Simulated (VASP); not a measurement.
A run of VASP 6.6.1 is set up as follows.

File INCAR:

```
SYSTEM = Al2Cu
ALGO = Fast ; EDIFF = 1E-6
ENCUT = 520 ; GGA = PS
ISIF = 2 ; ISMEAR = 0
LASPH = .TRUE. ; LCHARG = .FALSE.
LREAL = .FALSE. ; LWAVE = .FALSE.
NBANDS = 36 ; NELM = 100
PREC = Accurate ; SIGMA = 0.15
```

The input KPOINTS:

```
k-points
0
G
  11 16 4
  0 0 0
```

The input POSCAR:

```
Al2Cu
1.0
    0.0000000000     -4.0841721958      0.0000000000
    0.0000000000      0.0000000000     -2.8463947559
   13.0025165873      0.0000000000      0.0000000000
Al Cu
6 3
Direct
    0.0000000000      0.5000000000      0.0785108662
    0.0000000000      0.5000000000      0.3926171524
    0.0000000000      0.5000000000      0.7067234385
    0.5000000000      0.5000000000      0.8637765816
    0.5000000000      0.5000000000      0.2355640093
    0.5000000000      0.5000000000      0.5496702954
    1.0000000000      0.0000000000      0.2355640093
    1.0000000000      0.0000000000      0.5496702954
    1.0000000000      0.0000000000      0.8637765816
```

Potentials or basis: VASP PAW PBE potentials, release 64 (Al, Cu).

Launch:

```bash
$ cat potpaw_PBE.64/Al/POTCAR potpaw_PBE.64/Cu/POTCAR > POTCAR
$ mpirun -np 1 vasp_std > vasp.out
```

Question: Predict the largest force.

Answer: 1.154 eV/Å.

Question: Predict the pressure.

Answer: -1.9 GPa.

Stress tensor (GPa, compression positive):
```
-3.66  0.00  0.00
 0.00  0.24  0.00
 0.00  0.00 -2.37
```

Caveat: the cell differs from its parent crystal (the distance across one plane changed); the PAW data sets were made with another functional, which shifts forces and pressure a little.
